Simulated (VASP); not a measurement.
Here is a VASP 6.6.1 calculation.

The input INCAR:

```
SYSTEM = Cd
ALGO = Normal ; EDIFF = 1E-6
ENCUT = 520 ; GGA = PE
ISIF = 2 ; ISMEAR = -1
LASPH = .True. ; LCHARG = .False.
LREAL = .False. ; LWAVE = .False.
NBANDS = 25 ; NELM = 100
PREC = Accurate ; SIGMA = 0.08
```

KPOINTS

```
k-points
0
Gamma
  7 7 10
  0 0 0
```

POSCAR

```
Cd
1.0
    4.8921185623      0.0000000000      0.0000000000
   -2.4460592812      4.2366989533      0.0000000000
    0.0000000000      0.0000000000      2.9095971295
Cd
3
Direct
    0.0000000000      0.0000000000      0.0000000000
    0.3333333333      0.6666666667      0.5000000000
    0.6666666667      0.3333333333      0.5000000000
```

Potentials or basis: VASP PAW PBE potentials, release 64 (Cd).

Run with:

```console
$ cat potpaw_PBE.64/Cd/POTCAR > POTCAR
$ mpirun -np 1 vasp_std > vasp.out
```

Question: What does it give for the pressure?

Answer: 10.2 GPa.

Question: What does it give for the band gap on the k mesh?

Answer: Zero (band 18 reaches 7.11 eV, above the bottom of band 19 at 2.65 eV).

Stress tensor (GPa, compression positive):
```
10.11  0.00  0.00
 0.00 10.11  0.00
 0.00  0.00 10.25
```
